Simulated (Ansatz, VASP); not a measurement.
**MgO in VASP and in Ansatz**

The input INCAR:

```
ALGO = Normal ; EDIFF = 1E-6
ENCUT = 520 ; GGA = PE
ISIF = 2 ; ISMEAR = 0
LASPH = True ; LCHARG = True
LELF = True ; LREAL = False
LVHAR = True ; LWAVE = False
NBANDS = 11 ; NELM = 60
PREC = Accurate ; SIGMA = 0.05
```

KPOINTS

```
k-points
0
Gamma
  10 10 10
```

File POSCAR:

```
MgO
1.0
    0.0000000000      2.1351500000      2.1351500000
    2.1351500000      0.0000000000      2.1351500000
    2.1351500000      2.1351500000      0.0000000000
Mg O
1 1
Direct
   -0.0526895066     -0.0526895066      0.0526895066
    0.5000000000      0.5000000000      0.5000000000
```

Input for Ansatz:

```yaml
crystal:
  lattice:
    - [0.0, 2.13515, 2.13515]
    - [2.13515, 0.0, 2.13515]
    - [2.13515, 2.13515, 0.0]
  atoms:
    - { symbol: Mg, position: [-0.0526895066, -0.0526895066, 0.0526895066] }
    - { symbol: O, position: [0.5, 0.5, 0.5] }
basis:
  ecutwfc: 420
kpoints:
  mp_grid: { grid: [10, 10, 10] }
hamiltonian:
  xc: pbe
scf:
  occupations: { method: gaussian, width: 0.05 }
output:
  forces: true
  stress: true
  eigenvalues: true
```

Change from the starting cell: all Mg atoms moved +0.225 Å, as atom 1 towards its neighbour atom 2 (O) at 2.135 Å.

Alike in both runs: task single point; functional PBE; k mesh 10 × 10 × 10; occupations gaussian, width 0.05 eV; no spin polarisation.

|  | VASP | Ansatz |
| --- | --- | --- |
| version | VASP 6.6.1 | Ansatz 0.2.0 |
| potentials or method | VASP PAW PBE potentials, release 64 (Mg, O), cutoff 520 eV | scalar-relativistic, plane waves, PAW |
| valence electrons in the cell | 8 | 16 |

```tsv
	VASP	Ansatz	Ansatz less VASP
gap on the k mesh at the Fermi level (eV)	4.33	4.34	+0.017
least direct gap on the mesh (eV)	4.33	4.34	+0.017
pressure (GPa)	2.2	2.9	+0.67
traceless stress, the component that is largest in VASP (GPa)	10.99	10.84	-0.145
rms of the force components (eV/Å)	0.824	0.813	-0.0112
```

Atom by atom the forces differ by 0.011 eV/Å (rms over components). VASP's potentials hold 8 valence electrons a cell and Ansatz's 16, so a difference there can come from the potentials and not from the codes.
